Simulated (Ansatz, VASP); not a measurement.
Two plane-wave programs on LiNbO3

INCAR

```
SYSTEM = LiNbO3
ALGO = Normal ; EDIFF = 1E-6
ENCUT = 520 ; GGA = PE
ISIF = 2 ; ISMEAR = 0
LASPH = .TRUE. ; LCHARG = .FALSE.
LREAL = .FALSE. ; LWAVE = .FALSE.
NBANDS = 45 ; NELM = 60
PREC = Accurate ; SIGMA = 0.05
```

The input KPOINTS:

```
k-points
0
G
  6 6 6
  0 0 0
```

POSCAR

```
LiNbO3
1.0
    2.7334000000      1.5781292259      4.5984740720
   -2.7334000000      1.5781292259      4.5984740720
    0.0000000000     -3.1562584515      4.5984740721
Li Nb O
2 2 6
Direct
    0.2500000000      0.2500000000      0.2500000000
    0.7500000000      0.7500000000      0.7500000000
    0.0000000000      0.0000000000      0.0000000000
    0.5000000000      0.5000000000      0.5000000000
    0.1303353734      0.3696646266      0.7500000000
    0.7500000000      0.1303353734      0.3696646266
    0.3696646266      0.7500000000      0.1303353734
    0.8696646266      0.6303353734      0.2500000000
    0.2500000000      0.8696646266      0.6303353734
    0.6303353734      0.2500000000      0.8696646266
```

Input for Ansatz:

```yaml
crystal:
  lattice:
    - [2.7334, 1.5781292259, 4.598474072]
    - [-2.7334, 1.5781292259, 4.598474072]
    - [0.0, -3.1562584515, 4.5984740721]
  atoms:
    - { symbol: Li, position: [0.25, 0.25, 0.25] }
    - { symbol: Li, position: [0.75, 0.75, 0.75] }
    - { symbol: Nb, position: [0.0, 0.0, 0.0] }
    - { symbol: Nb, position: [0.5, 0.5, 0.5] }
    - { symbol: O, position: [0.1303353734, 0.3696646266, 0.75] }
    - { symbol: O, position: [0.75, 0.1303353734, 0.3696646266] }
    - { symbol: O, position: [0.3696646266, 0.75, 0.1303353734] }
    - { symbol: O, position: [0.8696646266, 0.6303353734, 0.25] }
    - { symbol: O, position: [0.25, 0.8696646266, 0.6303353734] }
    - { symbol: O, position: [0.6303353734, 0.25, 0.8696646266] }
basis:
  ecutwfc: 520.0
kpoints:
  mp_grid: { grid: [6, 6, 6] }
hamiltonian:
  xc: pbe
  pseudopotentials: { kind: paw, azcp: { folder: soft_1 } }
scf:
  occupations: { method: gaussian, width: 0.05 }
output:
  forces: true
  stress: true
  eigenvalues: true
```

Alike in both runs: task single point; functional PBE; k mesh 6 × 6 × 6; occupations gaussian, width 0.05 eV; no spin polarisation.

|  | VASP | Ansatz |
| --- | --- | --- |
| version | VASP 6.6.1 | Ansatz 0.2.0 |
| potentials or method | VASP PAW PBE potentials, release 64 (Li_sv, Nb_sv, O), cutoff 520 eV | scalar-relativistic, plane waves, PAW |
| valence electrons in the cell | 68 | 68 |

Ansatz gave:

```
gap on the k mesh at the Fermi level (eV) : 2.19
least direct gap on the mesh (eV)         : 2.26
rms of the force components (eV/Å)        : 0.296
```

**Question.** Which values does VASP return?

**Answer.** gap on the k mesh at the Fermi level (eV): 2.18; least direct gap on the mesh (eV): 2.25; rms of the force components (eV/Å): 0.300.

Atom by atom the forces differ by 0.004 eV/Å (rms over components).

Noted on VASP's run: the cutoff is under 1.25 times that of the potentials, so the pressure is a little rough.
